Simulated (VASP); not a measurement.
# HfN: single point with PBEsol

HfN:

```xyz
2
Lattice="0.0000 2.3566 2.5530 2.3566 0.0000 2.5530 2.3566 2.3566 0.0000" Properties=species:S:1:pos:R:3 pbc="T T T"
Hf    0.0000    0.0000    0.0000
N     3.5349    3.5349    3.8295
```

This cell differs from its parent crystal: strain -0.040 along x and y, +0.040 along z.

```
Program                : VASP 6.6.1
Task                   : single point
Functional             : PBEsol
Potentials or basis    : VASP PAW PBE potentials, release 64 (Hf_pv, N)
Cutoff                 : 520 eV
k mesh                 : 16 × 16 × 16
Occupations            : gaussian, width 0.15 eV
Spin                   : no spin polarisation
Dipole correction      : no
Further INCAR settings : ALGO = Normal; EDIFF = 1e-06; NBANDS = 14
```

| Quantity | Value |
| --- | --- |
| Pressure | 2.3 GPa |

Stress tensor (GPa, compression positive):
```
 6.73  0.00  0.00
 0.00  6.73  0.00
 0.00  0.00 -6.69
```

Levels at points of the mesh, in eV from the Fermi level:
```
           k point  band 6  band 7  band 8  band 9  band 10  band 11
(0.00, 0.00, 0.00)   -5.54   -5.54   -0.71    1.77     2.81     5.88
(0.50, 0.00, 0.00)   -5.25   -4.79    1.51    2.73     3.00     4.15
(0.50, 0.50, 0.00)   -3.48   -3.48   -1.52    2.05     4.27     4.80
(0.50, 0.00, 0.50)   -3.88   -3.62   -0.98    2.03     4.45     4.77
```

Wall time 59 s on 1 thread of Intel(R) Xeon(R) 6975P-C (Granite Rapids), with other jobs on the host, peak memory 0.27 GiB.

Caveat: the cell differs from its parent crystal (strain -0.040 along x and y, +0.040 along z); the PAW data sets were made with another functional, which shifts forces and pressure a little; spin-orbit coupling is left out, which moves the levels of the heavy elements.
